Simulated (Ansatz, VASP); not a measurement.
## Two plane-wave programs on TlO3

```xyz
8
Lattice="4.6803 0.0000 0.0000 -2.3402 4.0533 0.0000 0.0000 0.0000 4.9481" Properties=species:S:1:pos:R:3 pbc="T T T"
Tl    0.0000    2.7022    1.2370
Tl    2.3402    1.3511    3.7111
O     2.3402    2.6319    1.2370
O    -1.1092    3.3426    3.7111
O     1.2309    0.7107    1.2370
O     0.0000    1.4213    3.7111
O     3.4494    0.7107    1.2370
O     1.1092    3.3426    3.7111
```

Alike in both runs: functional PBE; k mesh 6 × 6 × 4; occupations gaussian, width 0.1 eV; no spin polarisation.

Ansatz relaxed the structure, and its values are those at the end. VASP's run is a single point on that final structure, the one shown.

|  | VASP | Ansatz |
| --- | --- | --- |
| version | VASP 6.6.1 | Ansatz 0.2.0 |
| potentials or method | VASP PAW PBE potentials, release 64 (Tl_d, O), cutoff 520 eV | scalar-relativistic, plane waves, PAW |
| valence electrons in the cell | 62 | 62 |

|  | VASP | Ansatz | Ansatz less VASP |
| --- | --- | --- | --- |
| gap on the k mesh at the Fermi level (eV) | none | none | - |
| pressure (GPa) | 0.1 | 0.1 | 0.00 |

A gap of «none» marks a metal or a gap that the smearing closes. The functional is the same, so the differences come from potentials, cutoffs and numerics.

Neither program's run includes spin-orbit coupling.
